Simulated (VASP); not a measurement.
ZrC: single point with PBE

The system is ZrC.

```xyz
2
Lattice="0.0000 2.5455 2.5455 2.5455 0.0000 2.5455 2.5455 2.5455 0.0000" Properties=species:S:1:pos:R:3 pbc="T T T"
Zr    2.5138    2.5116    2.5697
C     3.8359    3.8088    3.8039
```

This cell differs from its parent crystal: atoms moved at random.

```yaml
Program: VASP 6.6.1
Task: single point
Functional: PBE
Potentials_or_basis: VASP PAW PBE potentials, release 64 (Zr_sv, C)
Cutoff: 520 eV
k_mesh: 9 × 9 × 9
Occupations: fermi-dirac, width 0.05 eV
Spin: no spin polarisation
Dipole_correction: no
Further_INCAR_settings: ALGO = Normal; EDIFF = 1e-06; NBANDS = 15
```

| Property | Result |
| --- | --- |
| Pressure | 0.4 GPa |
| Largest force | 0.764 eV/Å |
| Band gap on the k mesh | 0.48 eV, indirect (least direct gap 0.56 eV) |

Forces in eV/Å, atoms in the order of the input:
```
Zr   0.539  0.319 -0.438
C   -0.539 -0.319  0.438
```

Stress tensor (GPa, compression positive):
```
 0.33  1.66 -1.12
 1.66  0.48 -2.09
-1.12 -2.09  0.41
```

Levels at points of the mesh, in eV from the valence-band top:
| k point | band 5 | band 6 | band 7 | band 8 | band 9 | band 10 | band 11 | band 12 |
| --- | --- | --- | --- | --- | --- | --- | --- | --- |
| (0.00, 0.00, 0.00) | -9.84 | -2.36 | -2.24 | -2.20 | 3.06 | 3.06 | 3.34 | 8.10 |

Run time: 3.3 min on 1 thread of Intel(R) Xeon(R) Platinum 8259CL CPU @ 2.50GHz (Skylake/Cascade Lake) (shared host), peak memory 0.3 GiB.

Caveat: the cell differs from its parent crystal (atoms moved at random). A k mesh can miss the band edges.
